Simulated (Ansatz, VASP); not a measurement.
# TePb in VASP and in Ansatz

The input INCAR:

```
ALGO = Normal
EDIFF = 1E-6
EDIFFG = -0.01
ENCUT = 600
GGA = RP
IBRION = 2
ISIF = 3
ISMEAR = -1
IVDW = 12
LASPH = True
LCHARG = False
LREAL = False
LWAVE = False
NELM = 80
NSW = 80
PREC = Accurate
SIGMA = 0.05
```

File KPOINTS:

```
k-points
0
Gamma
  7 7 7
```

Contents of POSCAR:

```
TePb
1.0
    0.0000000000      3.2310000000      3.2310000000
    3.2310000000      0.0000000000      3.2310000000
    3.2310000000      3.2310000000      0.0000000000
Pb Te
1 1
Direct
    0.0000000000      0.0000000000      0.0000000000
    0.5000000000      0.5000000000      0.5000000000
```

File input.yaml:

```yaml
crystal:
  lattice:
    - [0.0, 3.231, 3.231]
    - [3.231, 0.0, 3.231]
    - [3.231, 3.231, 0.0]
  atoms:
    - { symbol: Pb, position: [0.0, 0.0, 0.0] }
    - { symbol: Te, position: [0.5, 0.5, 0.5] }
kpoints:
  mp_grid: { grid: [7, 7, 7] }
scf:
  occupations: { method: fermi_dirac, width: 0.05 }
hamiltonian:
  xc: rpbe
  dispersion: d3bj
  pseudopotentials: { kind: all_electron, lapw: { basis_error: 0.001 } }
output:
  forces: true
  stress: true
relax:
  f_tol: 0.01
  max_steps: 60
  cell: {}
```

Alike in both runs: task relaxation of cell and atoms; functional RPBE; dispersion D3(BJ); k mesh 7 × 7 × 7; occupations fermi-dirac, width 0.05 eV; no spin polarisation.

```csv
,VASP,Ansatz
version,VASP 6.6.1,Ansatz 0.2.0
potentials or method,"VASP PAW PBE potentials, release 64 (Pb_d, Te), cutoff 600 eV","all-electron LAPW, scalar-relativistic"
```

Ansatz gave:

| Item | Value |
| --- | --- |
| relaxed volume (Å³/atom) | 26.98 |
| relaxed cell length with the largest relative difference (Å) | 4.241 |

What did VASP give for the same quantities?

Relaxed volume (Å³/atom): 26.96; relaxed cell length with the largest relative difference (Å): 4.241.

VASP's potentials were made for PBE, not for RPBE. Ansatz ran all-electron here, and VASP with PAW potentials.

Neither program's run includes spin-orbit coupling. Noted on VASP's run: the volume moved by over 15 % at a fixed basis, so the end points are rough. Noted on Ansatz's run: the volume moved by over 15 % at a fixed basis, so the end points are rough.
